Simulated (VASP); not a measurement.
Wanted: the native input for a VASP 6.6.1 run.

- Task: single point
- Functional: PBEsol
- Potentials or basis: VASP PAW PBE potentials, release 64 (Zn, S)
- Cutoff: 520 eV
- k mesh: 8 × 8 × 5
- Occupations: fermi-dirac, width 0.03 eV
- Spin: no spin polarisation
- Dipole correction: no
- Further INCAR settings: ALGO = Normal; EDIFF = 1e-06; NBANDS = 26

The structure of ZnS lies in POSCAR:

```
ZnS
1.0
    3.8109987816      0.0381099878      0.0381099878
   -1.8724951732      3.2813667647      0.0139492237
    0.0623400000      0.0623400000      6.2340000000
Zn S
2 2
Direct
    0.3333333333      0.6666666667      0.0000000000
    0.6666666667      0.3333333333      0.5000000000
    0.3333333333      0.6666666667      0.3850000000
    0.6666666667      0.3333333333      0.8850000000
```

This cell differs from its parent crystal: equal xy, yz and zx shear strains of +2 %.

These files were run (other wordings do the same):

INCAR

```
SYSTEM = ZnS
PREC = Accurate ; ENCUT = 520
EDIFF = 1E-6 ; ISMEAR = -1
SIGMA = 0.03 ; LREAL = .FALSE.
LASPH = .TRUE. ; NELM = 60
ALGO = Normal ; ISIF = 2
LWAVE = .FALSE. ; LCHARG = .FALSE.
GGA = PS ; NBANDS = 26
```

KPOINTS

```
Automatic mesh
0
G
  8 8 5
  0 0 0
```

Potentials or basis: VASP PAW PBE potentials, release 64 (Zn, S).

The run is started by

```sh
$ cat potpaw_PBE.64/Zn/POTCAR potpaw_PBE.64/S/POTCAR > POTCAR
$ mpirun -np 1 vasp_std > vasp.out
```

Results of the run:

```
Pressure               : -1.0 GPa
Largest force          : 0.379 eV/Å
Band gap on the k mesh : 2.07 eV, direct
```

Caveat: the cell differs from its parent crystal (equal xy, yz and zx shear strains of +2 %); the PAW data sets were made with another functional, which shifts forces and pressure a little.

Wall time 3.5 min on 1 thread of Intel(R) Xeon(R) Platinum 8259CL CPU @ 2.50GHz (Skylake/Cascade Lake) (shared host), peak memory 0.38 GiB.
